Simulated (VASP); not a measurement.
Set up this calculation in VASP 6.6.1, as the native input.

```yaml
Task: single point
Functional: BLYP
Potentials_or_basis: VASP PAW PBE potentials, release 64 (Zn)
Cutoff: 520 eV
k_mesh: 13 × 13 × 13
Occupations: fermi-dirac, width 0.1 eV
Spin: no spin polarisation
Dipole_correction: no
Further_INCAR_settings: ALGO = Normal; EDIFF = 1e-06; NBANDS = 12
```

The structure of Zn lies in POSCAR:

```
Zn
1.0
    2.6138048751      0.0000000000      0.0000000000
    0.0000000000      2.6138048751      0.0000000000
    0.0000000000      0.0000000000      2.6138048751
Zn
1
Direct
    0.0000000000      0.0000000000      0.0000000000
```

This cell differs from its parent crystal: volume scaled by 0.88.

The input as run:

INCAR

```
PREC = Accurate ; ENCUT = 520
EDIFF = 1E-6 ; ISMEAR = -1
SIGMA = 0.1 ; LREAL = F
LASPH = T ; NELM = 60
ALGO = Normal ; ISIF = 2
LWAVE = F ; LCHARG = T
GGA = B5 ; ALDAX = 1.0
AGGAX = 1.0 ; AGGAC = 1.0
ALDAC = 0.0 ; LELF = T
LVHAR = T ; NBANDS = 12
```

KPOINTS

```
Automatic mesh
0
Gamma
  13 13 13
```

Potentials or basis: VASP PAW PBE potentials, release 64 (Zn).

Command:

```sh
$ cat potpaw_PBE.64/Zn/POTCAR > POTCAR
$ mpirun -np 1 vasp_std > vasp.out
```

Results of the run:

* Pressure: 5.7 GPa
* Band gap on the k mesh: zero (band 6 reaches 6.88 eV, above the bottom of band 7 at 0.46 eV)

Caveat: the PAW data sets were made with another functional, which shifts forces and pressure a little.

It took 12 s on 1 thread of Intel(R) Xeon(R) Platinum 8488C (Sapphire Rapids) (shared host), peak memory 0.12 GiB.
